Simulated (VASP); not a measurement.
Wanted: the native input for a VASP 6.6.1 run.

```
Task                   : single point
Functional             : PBE
Potentials or basis    : VASP PAW PBE potentials, release 64 (C)
Cutoff                 : 520 eV
k mesh                 : 12 × 12 × 12
Occupations            : gaussian, width 0.02 eV
Spin                   : no spin polarisation
Dipole correction      : no
Further INCAR settings : ALGO = Normal; EDIFF = 1e-06; NBANDS = 11
```

The structure of C lies in POSCAR:

```
C
1.0
    0.0000000000      1.7858179538      1.7858179538
    1.7858179538      0.0000000000      1.7858179538
    1.7858179538      1.7858179538      0.0000000000
C
2
Direct
    0.0000000000      0.0000000000      0.0000000000
    0.2500000000      0.2500000000      0.2500000000
```

These files were run (other wordings do the same):

INCAR

```
SYSTEM = C
ALGO = Normal
EDIFF = 1E-6
ENCUT = 520
GGA = PE
ISIF = 2
ISMEAR = 0
LASPH = .TRUE.
LCHARG = .FALSE.
LREAL = .FALSE.
LWAVE = .FALSE.
NBANDS = 11
NELM = 60
PREC = Accurate
SIGMA = 0.02
```

KPOINTS

```
k-points
0
G
  12 12 12
  0 0 0
```

Potentials or basis: VASP PAW PBE potentials, release 64 (C).

The run is started by

```sh
$ cat potpaw_PBE.64/C/POTCAR > POTCAR
$ mpirun -np 1 vasp_std > vasp.out
```

Results of the run:

* Pressure: 0.6 GPa
* Band gap on the k mesh: 4.14 eV (least direct gap 5.58 eV)

Wall time 7.1 s on 1 thread of Intel Xeon 8259CL, with other jobs on the host, peak memory 0.12 GiB.
